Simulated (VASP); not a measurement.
Input of a VASP 6.6.1 run:

POSCAR

```
CsI
1.0
    4.5360500832      0.0000000000      0.0000000000
    0.0000000000      4.5360500832      0.0000000000
    0.0000000000      0.0000000000      4.5360500832
Cs I
1 1
Direct
    0.0000000000      0.0000000000      0.0000000000
    0.5000000000      0.5000000000      0.5000000000
```

INCAR.step1

```
PREC = Accurate
ENCUT = 550
ISMEAR = 0
SIGMA = 0.01
LREAL = F
LASPH = T
NELM = 120
NBANDS = 15
GGA = PE
ALGO = Normal
EDIFF = 1E-5
LWAVE = T
LCHARG = F
GGA_COMPAT = F
```

INCAR.step2

```
PREC = Accurate
ENCUT = 550
EDIFF = 1E-6
ISMEAR = 0
SIGMA = 0.01
LREAL = F
LASPH = T
NELM = 120
ALGO = Normal
ISIF = 2
LWAVE = F
LCHARG = F
METAGGA = R2SCAN
LMIXTAU = T
NBANDS = 15
ISTART = 1
GGA_COMPAT = F
```

Contents of KPOINTS:

```
regular mesh
0
Gamma
  4 4 4
```

Potentials or basis: VASP PAW PBE potentials, release 64 (Cs_sv, I).

Launch:

```console
$ cat potpaw_PBE.64/Cs_sv/POTCAR potpaw_PBE.64/I/POTCAR > POTCAR
$ cp INCAR.step1 INCAR
$ mpirun -np 1 vasp_std > vasp.out
$ cp INCAR.step2 INCAR
$ mpirun -np 1 vasp_std > vasp.out
```

(1) Predict the pressure.

(2) Predict the band gap on the k mesh.

## Answers

(1) 0.7 GPa.

(2) 4.58 eV, indirect (least direct gap 4.66 eV).

Caveat: the PAW data sets were made with another functional, which shifts forces and pressure a little; spin-orbit coupling is left out, which moves the levels of the heavy elements.
